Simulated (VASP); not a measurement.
**Ge: single point with LDA**

The system is Ge.

```xyz
2
Lattice="-2.5179 2.6742 1.4496 2.5179 -2.6742 1.4496 2.5179 2.6742 -1.4496" Properties=species:S:1:pos:R:3 pbc="T T T"
Ge    2.5179   -1.3371    1.2639
Ge    0.0000    4.0113    0.1857
```

```json
{
 "Program": "VASP 6.6.1",
 "Task": "single point",
 "Functional": "LDA",
 "Potentials or basis": "VASP PAW LDA potentials, release 64 (Ge_d)",
 "Cutoff": "520 eV",
 "k mesh": "11 × 11 × 11",
 "Occupations": "fermi-dirac, width 0.1 eV",
 "Spin": "no spin polarisation",
 "Dipole correction": "no",
 "Further INCAR settings": "ALGO = Normal; EDIFF = 1e-06; NBANDS = 21"
}
```

The pressure is -5.7 GPa and the largest force is 0.061 eV/Å. The band gap on the k mesh is zero (band 14 reaches 7.91 eV, above the bottom of band 15 at 2.98 eV).

Forces in eV/Å, atoms in the order of the input:
```
Ge   0.000  0.000 -0.061
Ge   0.000  0.000  0.061
```

Stress tensor (GPa, compression positive):
```
-4.84  0.00  0.00
 0.00 -6.27  0.00
 0.00  0.00 -6.03
```

Levels at points of the mesh, in eV from the Fermi level:
```csv
k point,band 10,band 11,band 12,band 13,band 14,band 15,band 16,band 17,band 18,band 19
"(0.00, 0.00, 0.00)",-24.51,-12.88,-4.01,-2.26,-1.82,3.60,6.74,6.90,7.59,7.92
```

Wall time 2.1 min on 1 thread of Intel(R) Xeon(R) Platinum 8124M CPU @ 3.00GHz (Skylake/Cascade Lake), on a shared host, peak memory 0.25 GiB.
